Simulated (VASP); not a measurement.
A run of VASP 6.6.1 is set up as follows.

POSCAR

```
TlCl
1.0
    3.8370264146      0.0000000000      0.0000000000
    0.0000000000      3.8370264146      0.0000000000
    0.0000000000      0.0000000000      3.8370264146
Tl Cl
1 1
Direct
    0.0000000000      0.0000000000      0.0000000000
    0.5000000000      0.5000000000      0.5000000000
```

The input INCAR.step1:

```
SYSTEM = TlCl
PREC     = Accurate       ! precision mode
ENCUT    = 550            ! plane-wave cutoff, eV
ISMEAR   = 0              ! smearing method
SIGMA    = 0.02           ! smearing width, eV
LREAL    = .FALSE.        ! projectors in reciprocal space
LASPH    = .TRUE.         ! aspherical terms in the spheres
NELM     = 120            ! most SCF steps
NBANDS   = 17             ! bands
GGA      = PE             ! functional
ALGO     = Normal         ! electronic algorithm
EDIFF    = 1E-5           ! SCF threshold, eV
LWAVE    = .TRUE.         ! write WAVECAR
LCHARG   = .FALSE.        ! write CHGCAR
GGA_COMPAT= .FALSE.
```

INCAR.step2

```
SYSTEM = TlCl
PREC     = Accurate       ! precision mode
ENCUT    = 550            ! plane-wave cutoff, eV
EDIFF    = 1E-6           ! SCF threshold, eV
ISMEAR   = 0              ! smearing method
SIGMA    = 0.02           ! smearing width, eV
LREAL    = .FALSE.        ! projectors in reciprocal space
LASPH    = .TRUE.         ! aspherical terms in the spheres
NELM     = 120            ! most SCF steps
ALGO     = Normal         ! electronic algorithm
ISIF     = 2              ! what is computed and relaxed
LWAVE    = .FALSE.        ! write WAVECAR
LCHARG   = .FALSE.        ! write CHGCAR
METAGGA  = R2SCAN         ! meta-GGA
LMIXTAU  = .TRUE.       
NBANDS   = 17             ! bands
ISTART   = 1            
GGA_COMPAT= .FALSE.
```

The input KPOINTS:

```
regular mesh
0
G
  8 8 8
  0 0 0
```

Potentials or basis: VASP PAW PBE potentials, release 64 (Tl_d, Cl).

The run is started by

```console
$ cat potpaw_PBE.64/Tl_d/POTCAR potpaw_PBE.64/Cl/POTCAR > POTCAR
$ cp INCAR.step1 INCAR
$ mpirun -np 1 vasp_std > vasp.out
$ cp INCAR.step2 INCAR
$ mpirun -np 1 vasp_std > vasp.out
```

Task: Estimate the band gap on the k mesh.

Result: 2.51 eV, direct.

Task: Estimate the pressure.

Result: 0.0 GPa.

Caveat: the PAW data sets were made with another functional, which shifts forces and pressure a little; spin-orbit coupling is left out, which moves the levels of the heavy elements. A k mesh can miss the band edges.
